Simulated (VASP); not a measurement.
A run of VASP 6.6.1 is set up as follows.

POSCAR

```
Li2Se
1.0
    0.0000000000      2.9934090211      2.9934090211
    2.9934090211      0.0000000000      2.9934090211
    2.9934090211      2.9934090211      0.0000000000
Li Se
2 1
Direct
    0.2500000000      0.2500000000      0.2500000000
    0.7500000000      0.7500000000      0.7500000000
    0.0000000000      0.0000000000      0.0000000000
```

File INCAR.step1:

```
ALGO = Normal
EDIFF = 1E-5
ENCUT = 830
GGA = PE
GGA_COMPAT = False
ISMEAR = 0
LASPH = True
LCHARG = False
LREAL = False
LWAVE = True
NBANDS = 13
NELM = 120
PREC = Accurate
SIGMA = 0.02
```

The input INCAR.step2:

```
ALGO = Normal
EDIFF = 1E-6
ENCUT = 830
GGA_COMPAT = False
ISIF = 2
ISMEAR = 0
ISTART = 1
LASPH = True
LCHARG = True
LELF = True
LMIXTAU = True
LREAL = False
LVHAR = True
LWAVE = False
METAGGA = R2SCAN
NBANDS = 13
NELM = 120
PREC = Accurate
SIGMA = 0.02
```

The input KPOINTS:

```
k-points
0
Gamma
  8 8 8
```

Potentials or basis: VASP PAW PBE potentials, release 64 (Li_sv, Se).

Command:

```sh
$ cat potpaw_PBE.64/Li_sv/POTCAR potpaw_PBE.64/Se/POTCAR > POTCAR
$ cp INCAR.step1 INCAR
$ mpirun -np 1 vasp_std > vasp.out
$ cp INCAR.step2 INCAR
$ mpirun -np 1 vasp_std > vasp.out
```

Problem. Estimate the pressure.

Solution. -0.2 GPa.

Problem. Predict the band gap on the k mesh.

Solution. 3.46 eV (least direct gap 4.18 eV).

Caveat: the PAW data sets were made with another functional, which shifts forces and pressure a little. A k mesh can miss the band edges.
